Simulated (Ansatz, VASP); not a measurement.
Two plane-wave programs on AlN

```
CELL_PARAMETERS angstrom
3.30158 0.00000 0.00000
-1.65079 2.85925 0.00000
0.00000 0.00000 4.14122
ATOMIC_POSITIONS crystal
Al 0.33333 0.66667 0.75000
Al 0.66667 0.33333 0.25000
N 0.33333 0.66667 0.25000
N 0.66667 0.33333 0.75000
```

Alike in both runs: task single point; functional PBEsol; k mesh 9 × 9 × 6; occupations gaussian, width 0.05 eV; no spin polarisation.

```csv
,VASP,Ansatz
version,VASP 6.6.1,Ansatz 0.2.0
potentials or method,"VASP PAW PBE potentials, release 64 (Al, N), cutoff 520 eV","scalar-relativistic, plane waves, PAW"
valence electrons in the cell,16,16
```

|  | VASP | Ansatz | Ansatz less VASP |
| --- | --- | --- | --- |
| gap on the k mesh at the Fermi level (eV) | 3.34 | 3.32 | -0.013 |
| least direct gap on the mesh (eV) | 3.34 | 3.32 | -0.013 |
| pressure (GPa) | -0.1 | 0.0 | +0.07 |

VASP's potentials were made for PBE, not for PBEsol. The functional is the same, so the differences come from potentials, cutoffs and numerics.
